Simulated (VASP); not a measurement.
Write the native input for VASP 6.6.1 that does the following.

```yaml
Task: relaxation of cell and atoms
Functional: PBE
Potentials_or_basis: VASP PAW PBE potentials, release 64 (W_sv)
Cutoff: 600 eV
k_mesh: 12 × 12 × 12
Occupations: methfessel-paxton, width 0.05 eV
Spin: no spin polarisation
Target_pressure: 10 GPa
Dipole_correction: no
Further_INCAR_settings: ALGO = Normal; EDIFF = 1e-06; IBRION = 2; EDIFFG = -0.03; NSW = 80; ISIF = 3
```

The structure of W lies in POSCAR:

```
W
1.0
    0.0000000000      2.0300000000      2.0300000000
    2.0300000000      0.0000000000      2.0300000000
    2.0300000000      2.0300000000      0.0000000000
W
1
Direct
    0.0000000000      0.0000000000      0.0000000000
```

One way to write it, as run:

INCAR

```
PREC = Accurate
ENCUT = 600
EDIFF = 1E-6
ISMEAR = 1
SIGMA = 0.05
LREAL = False
LASPH = True
NELM = 100
ALGO = Normal
ISIF = 3
LWAVE = False
LCHARG = False
GGA = PE
IBRION = 2
NSW = 80
EDIFFG = -0.03
PSTRESS = 100.0
```

KPOINTS

```
Automatic mesh
0
Gamma
  12 12 12
```

Potentials or basis: VASP PAW PBE potentials, release 64 (W_sv).

Launch:

```sh
$ cat potpaw_PBE.64/W_sv/POTCAR > POTCAR
$ mpirun -np 1 vasp_std > vasp.out
```

It gave:

- Relaxed volume: 15.90 Å³/atom
- Relaxed cell: a = 2.822 Å, b = 2.822 Å, c = 2.822 Å, α = 60.00°, β = 60.00°, γ = 60.00°
- Space group after relaxing (to 0.05 Å): Fm-3m (No. 225)
- Energy change on relaxing (the enthalpy is what falls): +12.6 meV/atom
- Ionic steps: 5
- Pressure after relaxing: 10.0 GPa
- Band gap on the k mesh: zero (band 7 reaches 14.16 eV, above the bottom of band 8 at 10.34 eV)

Caveat: the cell is relaxed towards a set pressure, so the enthalpy falls and the energy may rise; spin-orbit coupling is left out, which moves the levels of the heavy elements.

Run time: 34 s on 1 thread of Intel(R) Xeon(R) Platinum 8488C (Sapphire Rapids), on a shared host, peak memory 0.15 GiB.
